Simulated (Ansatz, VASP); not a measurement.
# InP: VASP beside Ansatz

Contents of INCAR:

```
PREC     = Accurate       # precision mode
ENCUT    = 500            # plane-wave cutoff, eV
EDIFF    = 1E-6           # SCF threshold, eV
ISMEAR   = 0              # smearing method
SIGMA    = 0.01           # smearing width, eV
LREAL    = False          # projectors in reciprocal space
LASPH    = True           # aspherical terms in the spheres
NELM     = 120            # most SCF steps
ALGO     = Normal         # electronic algorithm
ISIF     = 2              # what is computed and relaxed
LWAVE    = False          # write WAVECAR
LCHARG   = False          # write CHGCAR
GGA      = PE             # functional
IVDW     = 13             # dispersion correction
NBANDS   = 16             # bands
GGA_COMPAT= False
```

File KPOINTS:

```
regular mesh
0
Gamma
  6 6 6
```

File POSCAR:

```
InP
1.0
    0.0000000000      2.9537876370      2.9537876370
    2.9537876370      0.0000000000      2.9537876370
    2.9537876370      2.9537876370      0.0000000000
In P
1 1
Direct
    0.0000000000      0.0000000000      0.0000000000
    0.2500000000      0.2500000000      0.2500000000
```

Input for Ansatz:

```yaml
crystal:
  lattice:
    - [0.0, 2.953787637, 2.953787637]
    - [2.953787637, 0.0, 2.953787637]
    - [2.953787637, 2.953787637, 0.0]
  atoms:
    - { symbol: In, position: [0.0, 0.0, 0.0] }
    - { symbol: P, position: [0.25, 0.25, 0.25] }
kpoints:
  mp_grid: { grid: [6, 6, 6] }
hamiltonian:
  xc: pbe
  dispersion: d4
scf:
  occupations: { method: fixed }
  n_extra_bands: 4
output:
  forces: true
  stress: true
  eigenvalues: true
```

Alike in both runs: task single point; functional PBE; dispersion D4; k mesh 6 × 6 × 6; no spin polarisation.

|  | VASP | Ansatz |
| --- | --- | --- |
| version | VASP 6.6.1 | Ansatz 0.2.0 |
| potentials or method | VASP PAW PBE potentials, release 64 (In_d, P) | plane waves |
| plane-wave cutoff (eV) | 500 | 420 |
| occupations | gaussian, width 0.01 eV | fixed |
| valence electrons in the cell | 18 | 18 |

```tsv
	VASP	Ansatz	Ansatz less VASP
gap on the k mesh at the Fermi level (eV)	0.58	0.58	+0.003
pressure (GPa)	-0.6	-0.5	+0.05
```
